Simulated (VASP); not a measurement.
Here is a VASP 6.6.1 calculation.

POSCAR

```
CoO
1.0
    1.6022198417      0.9250420569      2.5664708903
   -1.6022198417      0.9250420569      2.5664708903
    0.0000000000     -1.8500841138      2.5664708903
Co O
1 1
Direct
    0.9989783200      0.9989783200      0.9989783200
    0.7510210300      0.7510210300      0.7510210300
```

INCAR.step1

```
SYSTEM = CoO
PREC = Accurate
ENCUT = 520
EDIFF = 1E-7
ISMEAR = -1
SIGMA = 0.05
LREAL = .FALSE.
LASPH = .TRUE.
NELM = 150
ALGO = Normal
ISIF = 2
LWAVE = .FALSE.
LCHARG = .TRUE.
ISPIN = 2
MAGMOM = 2 0
LMAXMIX = 4
GGA = CA
NBANDS = 18
```

KPOINTS.step1

```
regular mesh
0
G
  6 6 6
  0 0 0
```

Contents of INCAR.step2:

```
SYSTEM = CoO
PREC = Accurate
ENCUT = 520
EDIFF = 1E-7
ISMEAR = -5
SIGMA = 0.05
LREAL = .FALSE.
LASPH = .TRUE.
NELM = 150
ALGO = Normal
ISIF = 2
LWAVE = .FALSE.
LCHARG = .FALSE.
ISPIN = 2
MAGMOM = 2 0
LORBIT = 11
LMAXMIX = 4
GGA = CA
NEDOS = 1001
ICHARG = 11
```

Contents of KPOINTS.step2:

```
regular mesh
0
G
  9 9 9
  0 0 0
```

Potentials or basis: VASP PAW LDA potentials, release 64 (Co, O).

Launch:

```sh
$ cat potpaw_LDA.64/Co/POTCAR potpaw_LDA.64/O/POTCAR > POTCAR
$ cp INCAR.step1 INCAR
$ cp KPOINTS.step1 KPOINTS
$ mpirun -np 1 vasp_std > vasp.out
$ cp INCAR.step2 INCAR
$ cp KPOINTS.step2 KPOINTS
$ mpirun -np 1 vasp_std > vasp.out
```

**Question.** What does it give for the net moment?

**Answer.** 2.50 μB per cell.

**Question.** Predict the site moments.

**Answer.** Co +2.18; O +0.28 μB.

Caveat: the k points lie up to 0.40 Å⁻¹ apart; a cell with one magnetic atom can't hold antiferromagnetic order, which such compounds often take.
